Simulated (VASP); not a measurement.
**AlSn2C4: single point with PBE**

The system is AlSn2C4.

```
Al Sn C
1.0
     0.00000    4.80853    4.80853
     4.80853    0.00000    4.80853
     4.80853    4.80853    0.00000
Al Sn C
1 2 4
Direct
  0.75000 0.75000 0.75000
  0.25000 0.25000 0.25000
  0.00000 0.00000 0.00000
  0.12498 0.62505 0.12498
  0.12498 0.12498 0.12498
  0.62505 0.12498 0.12498
  0.12498 0.12498 0.62505
```

The cell was built from a structure type or drawn by symmetry, and may not be a known phase.

```yaml
Program: VASP 6.6.1
Task: single point
Functional: PBE
Potentials_or_basis: VASP PAW PBE potentials, release 64 (Al, Sn_d, C)
Cutoff: 520 eV
k_mesh: 8 × 8 × 8
Occupations: gaussian, width 0.1 eV
Spin: no spin polarisation
Dipole_correction: no
Further_INCAR_settings: ALGO = Normal; EDIFF = 1e-06; NBANDS = 32
```

```json
{
 "Pressure": "-0.1 GPa",
 "Band gap on the k mesh": "zero (an odd number of electrons rules out a gap without spin polarisation)"
}
```

Levels at points of the mesh, in eV from the Fermi level:
```
           k point  band 20  band 21  band 22  band 23  band 24  band 25  band 26  band 27
(0.00, 0.00, 0.00)    -0.53    -0.53     0.16     0.16     0.16     0.85     0.85     0.85
(0.50, 0.00, 0.00)    -0.77    -0.54    -0.54    -0.33    -0.33     0.54     0.54     0.85
(0.50, 0.50, 0.00)    -0.92    -0.92    -0.91    -0.35     0.07     0.12     0.68     0.68
```

It took 7 min on 1 thread of Intel(R) Xeon(R) Platinum 8259CL CPU @ 2.50GHz (Skylake/Cascade Lake), on a shared host, peak memory 0.49 GiB.

Caveat: spin-orbit coupling is left out, which moves the levels of the heavy elements.
